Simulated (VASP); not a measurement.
# Rh (P6/mmm) in VASP: further runs

The runs below take Rh through single point, with PBE.

Everything below comes from runs of VASP 6.6.1. Logs are shortened: lines on timing, memory, paths and dates and some standing lists are left out, and cuts for length are marked.

## (1) The cell of the first run

The structure is hexagonal, space group P6/mmm (No. 191). The conventional cell has a = 2.668 Å, b = 2.668 Å, c = 2.582 Å, α = 90.00°, β = 90.00°, γ = 120.00°. Rh (site symmetry 6/mmm) has 8 Rh at 2.58 to 2.67 Å within 3.4 Å.

## (2) Single point, PBE

File INCAR:

```
SYSTEM = Rh
ALGO     = Normal         ! electronic algorithm
EDIFF    = 1E-6           ! SCF threshold, eV
ENCUT    = 520            ! plane-wave cutoff, eV
GGA      = PE             ! functional
ISIF     = 2              ! what is computed and relaxed
ISMEAR   = -1             ! smearing method
LASPH    = .TRUE.         ! aspherical terms in the spheres
LCHARG   = .FALSE.        ! write CHGCAR
LREAL    = .FALSE.        ! projectors in reciprocal space
LWAVE    = .FALSE.        ! write WAVECAR
NBANDS   = 14             ! bands
NELM     = 60             ! most SCF steps
PREC     = Accurate       ! precision mode
SIGMA    = 0.1            ! smearing width, eV
```

File KPOINTS:

```
k-points
0
G
  17 17 15
  0 0 0
```

File POSCAR:

```
Rh
1.0
    2.6680022279      0.0000000000      0.0000000000
   -1.3340011139      2.3105577067      0.0000000000
    0.0000000000      0.0000000000      2.5816570400
Rh
1
Direct
    0.0000000000      0.0000000000      0.0000000000
```

Potentials or basis: VASP PAW PBE potentials, release 64 (Rh_pv).

Command:

```console
> cat potpaw_PBE.64/Rh_pv/POTCAR > POTCAR
> mpirun -np 1 vasp_std > vasp.out
```

OUTCAR:

```text
SYSTEM = Rh
   EDIFF = 1E-6
   ENCUT = 520
   GGA = PE
   ISIF = 2
   ISMEAR = -1
   LASPH = .TRUE.
   LREAL = .FALSE.
   NELM = 60
   PREC = Accurate

 ion  position               nearest neighbor table
   1  0.000  0.000  0.000-

  LATTYP: Found a hexagonal cell.
 ALAT       =     2.6680022279
 C/A-ratio  =     0.9676367632

  Lattice vectors:

 A1 = (   2.6680022279,   0.0000000000,   0.0000000000)
 A2 = (  -1.3340011139,   2.3105577067,   0.0000000000)
 A3 = (   0.0000000000,   0.0000000000,   2.5816570400)

Analysis of symmetry for initial positions (statically):
=====================================================================
 Subroutine PRICEL returns:
 Original cell was already a primitive cell.

 Routine SETGRP: Setting up the symmetry group for a
 hexagonal supercell.

 Subroutine GETGRP returns: Found 24 space group operations
 (whereof 24 operations were pure point group operations)
 out of a pool of 24 trial point group operations.

The static configuration has the point symmetry D_6h.

Analysis of symmetry for dynamics (positions and initial velocities):
=====================================================================
 Subroutine PRICEL returns:
 Original cell was already a primitive cell.

 Routine SETGRP: Setting up the symmetry group for a
 hexagonal supercell.

 Subroutine GETGRP returns: Found 24 space group operations
 (whereof 24 operations were pure point group operations)
 out of a pool of 24 trial point group operations.

The dynamic configuration has the point symmetry D_6h.

 Subroutine INISYM returns: Found 24 space group operations
 (whereof 24 operations are pure point group operations),
 and found     1 'primitive' translations

----------------------------------------------------------------------------------------

                                     Primitive cell

  volume of cell :      15.9148

  direct lattice vectors                    reciprocal lattice vectors
     2.668002228  0.000000000  0.000000000     0.374812281  0.216397971  0.000000000
    -1.334001114  2.310557707  0.000000000     0.000000000  0.432795942  0.000000000
     0.000000000  0.000000000  2.581657040     0.000000000  0.000000000  0.387348120

  length of vectors
     2.668002228  2.668002228  2.581657040     0.432795942  0.432795942  0.387348120

  position of ions in fractional coordinates (direct lattice)
     0.000000000  0.000000000  0.000000000

[... 69 lines left out ...]
   ISPIN  =      1    spin polarized calculation?
   LNONCOLLINEAR =      F non collinear calculations
   LSORBIT =      F    spin-orbit coupling
   LASPH  =      T    aspherical Exc in radial PAW
   ENCUT  =  520.0 eV  38.22 Ry    6.18 a.u.   4.96  4.96  4.80*2*pi/ulx,y,z
   NELM   =     60;   NELMIN=  2; NELMDL= -5     # of ELM steps
   EDIFF  = 0.1E-05   stopping-criterion for ELM
   LREAL  =      F    real-space projection
[... 7 lines left out ...]
   TEBEG  =    0.0;   TEEND  =   0.0 temperature during run
   PSTRESS=    0.0 pullay stress
   NELECT =      15.0000    total number of electrons
   NUPDOWN=      -1.0000    fix difference up-down
   EMIN   =  10.00;   EMAX   =-10.00  energy-range for DOS
   EFERMI =   0.00;   METHOD = LEGACY
   ISMEAR =    -1;   SIGMA  =   0.10  broadening in eV -4-tet -1-fermi 0-gaus
   EFERMI_NEDOS =   21; number of points for ismear=-14 and -15
   IALGO  =     38    algorithm
   IMIX   =      4    mixing-type and parameters
     AMIX     =   0.40;   BMIX     =  1.00
     AMIX_MAG =   1.60;   BMIX_MAG =  1.00
  volume/ion in A,a.u.               =      15.91       107.40
  Fermi-wavevector in a.u.,A,eV,Ry     =   1.605110  3.033218 35.053741  2.576377
  Thomas-Fermi vector in A             =   2.701508
   LORBIT       =      0    0 simple, 1 ext, 2 COOP (PROOUT), +10 PAW based schemes
   GGA     = PE    functional components
   LHFCALC =     F    Hartree Fock is set to
   AEXX    =    0.0000 exact exchange contribution
   IVDW    =     0    specifies the selected vdW correction
   LEPSILON=     F    determine dielectric tensor
   LRPA    =     F    only Hartree local field effects (RPA)
 non-spin polarized calculation
  energy-cutoff  :      520.00
  volume of cell :       15.91
 maximum number of plane-waves:       441
 NGX is ok and might be reduce to    20
   NGX =  9   NGY =  9   NGZ =  9

 number of electron      15.0000006 magnetization

 Free energy of the ion-electron system (eV)
  ---------------------------------------------------
  ext. energy  EPLUGINS =         0.00000000
  ---------------------------------------------------
  free energy    TOTEN  =        -6.78039673 eV

  energy without entropy =       -6.72067874  energy(sigma->0) =       -6.75053773

 E-fermi :   9.4026     XC(G=0): -13.0150

 val. band max:        9.3979760106   @ k =   0.3529   0.2941   0.3333
 cond. band min:       9.4036322863   @ k =   0.3529   0.1176   0.2667
 fundamental gap:      0.0056562756
 Fermi energy:         9.4026065027

 k-point     1 :       0.0000    0.0000    0.0000
  band No.  band energies     occupation
      1     -36.5816      2.00000
      2     -36.5816      2.00000
      3     -36.5352      2.00000
      4       2.5932      2.00000
      5       4.5579      2.00000
      6       6.9901      2.00000
      7       6.9901      2.00000
      8      10.1920      0.00075
      9      10.1920      0.00075
     10      25.3517      0.00000
     11      25.9201      0.00000
     12      30.5726      0.00000
     13      31.9344      0.00000
     14      31.9344      0.00000
[... 377 lines left out ...]
      1     -36.9623      2.00000
      2     -36.7179      2.00000
      3     -36.4892      2.00000
      4       4.9370      2.00000
      5       5.7185      2.00000
      6       5.8104      2.00000
      7       8.7973      1.99531
      8       9.7407      0.06579
      9       9.7826      0.04377
     10      22.8702      0.00000
     11      23.2377      0.00000
     12      30.2373      0.00000
     13      30.5721      0.00000
     14      30.6589      0.00000

 [... further k-points ...]
[... 5 lines left out ...]
  --------------------------------------------------------------------------------------
  -------------------------------------------------------------------------------------
  Total       -0.6786114     -0.6786114     -0.6867769     -0.0000000     -0.0000000      0.0000000
  in kB      -68.3172160    -68.3172160    -69.1392537     -0.0000000     -0.0000000      0.0000000
  external PRESSURE =     -68.5912286 kB  Pullay stress =       0.0000000 kB

 VOLUME and BASIS-vectors are now :
 -----------------------------------------------------------------------------
  energy-cutoff  :      520.00
  volume of cell :       15.91
      direct lattice vectors                 reciprocal lattice vectors
     2.668002228  0.000000000  0.000000000     0.374812281  0.216397971  0.000000000
    -1.334001114  2.310557707  0.000000000     0.000000000  0.432795942  0.000000000
     0.000000000  0.000000000  2.581657040     0.000000000  0.000000000  0.387348120

 POSITION                                       TOTAL-FORCE (eV/Angst)
 -----------------------------------------------------------------------------------
      0.00000      0.00000      0.00000        -0.000000      0.000000      0.000000
 -----------------------------------------------------------------------------------
    total drift:                               -0.000000     -0.000000     -0.000000

  FREE ENERGIE OF THE ION-ELECTRON SYSTEM (eV)
  ---------------------------------------------------
  free  energy   TOTEN  =        -6.7803967255 eV

  energy  without entropy=       -6.7206787389  energy(sigma->0) =       -6.75053773
```

OSZICAR:

```text
N       E                     dE             d eps       ncg     rms          rms(c)
DAV:   1     0.122733149193E+03    0.12273E+03   -0.88312E+03  7428   0.112E+03
DAV:   2    -0.550681353975E+01   -0.12824E+03   -0.12234E+03  8010   0.336E+02
DAV:   3    -0.713716200057E+01   -0.16303E+01   -0.16269E+01  8970   0.421E+01
DAV:   4    -0.714484649551E+01   -0.76845E-02   -0.76839E-02  8700   0.295E+00
DAV:   5    -0.714493896222E+01   -0.92467E-04   -0.92453E-04  9192   0.291E-01    0.745E+00
DAV:   6    -0.678579820084E+01    0.35914E+00   -0.68240E-01  8670   0.111E+01    0.270E+00
DAV:   7    -0.678212550922E+01    0.36727E-02   -0.26143E-02  9084   0.111E+00    0.142E+00
DAV:   8    -0.678044897322E+01    0.16765E-02   -0.26672E-03  8400   0.647E-01    0.558E-02
DAV:   9    -0.678039573868E+01    0.53235E-04   -0.11266E-04  9318   0.146E-01    0.136E-02
DAV:  10    -0.678039672555E+01   -0.98687E-06   -0.33987E-06  8562   0.215E-02
   1 F= -.67803967E+01 E0= -.67505377E+01  d E =-.597180E-01
```

stdout:

```text
POSCAR found type information on POSCAR Rh
 POSCAR found :  1 types and       1 ions
 scaLAPACK will be used
 LDA part: xc-table for (Slater+PW92), standard interpolation
 POSCAR, INCAR and KPOINTS ok, starting setup
 FFT: planning ... GRIDC
 FFT: planning ... GRID_SOFT
 FFT: planning ... GRID
 WAVECAR not read
 entering main loop
```

Wall time 35 s (1 thread of AMD EPYC 7R43 (Zen 3), shared host); peak memory 0.13 GiB.

What came out:

```yaml
Free_energy: -6.7804 eV
Pressure: -6.9 GPa
```

Levels at points of the mesh, in eV from the Fermi level:
| k point | band 4 | band 5 | band 6 | band 7 | band 8 | band 9 | band 10 | band 11 | band 12 | band 13 |
| --- | --- | --- | --- | --- | --- | --- | --- | --- | --- | --- |
| (0.00, 0.00, 0.00) | -6.81 | -4.84 | -2.41 | -2.41 | 0.79 | 0.79 | 15.95 | 16.52 | 21.17 | 22.53 |

## (3) Single point, PBE

File INCAR:

```
SYSTEM = Rh
PREC     = Accurate       ! precision mode
ENCUT    = 520            ! plane-wave cutoff, eV
EDIFF    = 1E-6           ! SCF threshold, eV
ISMEAR   = -1             ! smearing method
SIGMA    = 0.1            ! smearing width, eV
LREAL    = .FALSE.        ! projectors in reciprocal space
LASPH    = .TRUE.         ! aspherical terms in the spheres
NELM     = 60             ! most SCF steps
ALGO     = Normal         ! electronic algorithm
ISIF     = 2              ! what is computed and relaxed
LWAVE    = .FALSE.        ! write WAVECAR
LCHARG   = .FALSE.        ! write CHGCAR
GGA      = PE             ! functional
NBANDS   = 14             ! bands
```

File KPOINTS:

```
Automatic mesh
0
G
  17 17 15
  0 0 0
```

File POSCAR:

```
Rh
1.0
    2.6676839007      0.0000000000      0.0000000000
   -1.3338419503      2.3102820273      0.0000000000
    0.0000000000      0.0000000000      2.5814096981
Rh
1
Direct
    0.0000000000      0.0000000000      0.0000000000
```

Potentials or basis: VASP PAW PBE potentials, release 64 (Rh_pv).

Command:

```console
> cat potpaw_PBE.64/Rh_pv/POTCAR > POTCAR
> mpirun -np 1 vasp_std > vasp.out
```

Run time: 39 s. Hardware: 1 thread of AMD EPYC 7R43 (Zen 3), shared host; peak memory 0.13 GiB.

It converged, with:

| Quantity | Value |
| --- | --- |
| Free energy | -6.7806 eV |
| Pressure | -6.8 GPa |

Stress tensor (GPa, compression positive):
```
-6.77  0.00  0.00
 0.00 -6.77  0.00
 0.00  0.00 -6.87
```

Levels at points of the mesh, in eV from the Fermi level:
```
           k point  band 6  band 7  band 8  band 9  band 10  band 11
(0.00, 0.00, 0.00)   -2.41   -2.41    0.79    0.79    15.95    16.52
```
